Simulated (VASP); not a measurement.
Se: single point with LDA

Crystal: Se.

```
Se
1.0
    -1.49260    1.49260    1.49260
     1.49260   -1.49260    1.49260
     1.49260    1.49260   -1.49260
Se
1
Direct
  0.00000 0.00000 0.00000
```

This isn't the form of Se at room conditions, which is trigonal, of chains.

```
Program                 : VASP 6.6.1
Task                    : single point
Functional              : LDA
Potentials or basis     : VASP PAW LDA potentials, release 64 (Se)
Cutoff                  : 520 eV
k mesh                  : 15 × 15 × 15
Occupations             : fermi-dirac, width 0.08 eV
Spin                    : no spin polarisation
Dipole correction       : no
k mesh for the DOS      : 23 × 23 × 23
Occupations for the DOS : tetrahedron
Further INCAR settings  : ALGO = Normal; EDIFF = 1e-07
```

```
Valence electrons inside the program's atomic spheres : Se 3.96
```

Levels at points of the mesh, in eV from the Fermi level:
```tsv
k point	band 1	band 2	band 3	band 4	band 5	band 6	band 7
(0.00, 0.00, 0.00)	-21.07	5.72	5.72	5.72	13.52	13.52	13.52
```

It took 20 s on 1 thread of Intel(R) Xeon(R) Platinum 8488C (Sapphire Rapids), with other jobs on the host, peak memory 0.15 GiB.
